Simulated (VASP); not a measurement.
The system is AgRh4.

```
CELL_PARAMETERS angstrom
4.50814 0.00000 0.00000
0.00000 4.50814 0.00000
0.00000 0.00000 4.50814
ATOMIC_POSITIONS crystal
Ag 0.00000 0.00000 0.00000
Rh 0.24378 0.75622 0.75622
Rh 0.75622 0.24378 0.75622
Rh 0.75622 0.75622 0.24378
Rh 0.24378 0.24378 0.24378
```

The cell was built from a structure type or drawn by symmetry, and may not be a known phase.

| Item | Value |
| --- | --- |
| Program | VASP 6.6.1 |
| Task | relaxation of cell and atoms |
| Functional | PBE |
| Potentials or basis | VASP PAW PBE potentials, release 64 (Ag, Rh_pv) |
| Cutoff | 600 eV |
| k mesh | 4 × 4 × 4 |
| Occupations | gaussian, width 0.1 eV |
| Spin | no spin polarisation |

At the start: pressure 70.7 GPa; volume 18.32 Å³/atom.

How do energy, volume and symmetry change on relaxing?

Over 12 steps the energy falls by 3555.6 meV/atom and the volume is 18.84 Å³/atom (+2.8 %); space group P-43m (No. 215, to 0.1 Å) before and after.

Step by step:
```csv
step,energy change (eV),largest force (eV/Å),pressure (GPa),volume (Å³)
1,0.0000,21.7864,70.70,91.62
2,-6.2883,13.4257,15.23,246.10
3,-10.6333,3.4863,1.00,211.96
4,-11.4935,1.3657,-1.60,198.86
5,-12.4098,0.3639,-6.91,180.14
6,-14.9107,1.4913,-16.52,130.94
7,-15.5051,3.2203,-12.03,110.11
8,-15.7806,2.4128,-15.55,115.87
9,-15.8008,2.7186,-14.51,113.32
10,-17.6457,1.4427,6.96,90.84
11,-17.7769,0.1206,-0.60,94.58
12,-17.7781,0.0041,0.03,94.22
```

Final structure:
```
Ag Rh
1.0
     4.55044    0.00000    0.00000
     0.00000    4.55044    0.00000
     0.00000    0.00000    4.55044
Ag Rh
1 4
Direct
  0.00000 0.00000 0.00000
  0.30638 0.69362 0.69362
  0.69362 0.30638 0.69362
  0.69362 0.69362 0.30638
  0.30638 0.30638 0.30638
```
